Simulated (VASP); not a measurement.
Runs of VASP 6.6.1 on TaSi2. The structure is that of space group P-6m2 (No. 187), or close to it. The cells are those of the table. 

```tsv
task	cell	k mesh	cutoff (eV)	gap on the mesh (eV)	pressure (GPa)	relaxed volume (Å³/atom)	largest force (eV/Å)
single point	a = 3.616, b = 3.616, c = 4.747 Å, angles 90.0, 90.0, 120.0°, 3 atoms	6 × 6 × 4	520	none	22.4	-	0.09
single point	a = 2.992, b = 2.992, c = 6.348 Å, angles 90.0, 90.0, 120.0°, 3 atoms	6 × 6 × 4	520	none	0.0	-	0.03
single point	a = 2.991, b = 2.991, c = 6.352 Å, angles 90.0, 90.0, 120.0°, 3 atoms	18 × 18 × 8	520	none	(a)	-	0.02
relaxation of cell and atoms	relaxed from a = 2.992, b = 2.992, c = 6.348 Å, angles 90.0, 90.0, 120.0°, 3 atoms	18 × 18 × 8	600	none	-0.1	(b)	0.01
relaxation of cell and atoms	relaxed from a = 3.616, b = 3.616, c = 4.747 Å, angles 90.0, 90.0, 120.0°, 3 atoms	6 × 6 × 4	600	none	-0.2	16.43	0.01
```

Alike in all rows: level PBE; potentials or basis VASP PAW PBE potentials, release 64 (Ta_pv, Si); no spin polarisation; smearing gaussian 0.1 eV.

Q: Fill in the values left out.

A: (a) 0.1; (b) 16.41.

Caveats: some runs use coarse meshes; spin-orbit coupling is left out, which moves the levels of the heavy elements.

A k mesh can miss the band edges, and the runs leave out spin-orbit coupling on Ta.

A gap of «none» marks levels without a gap at the run's occupations.
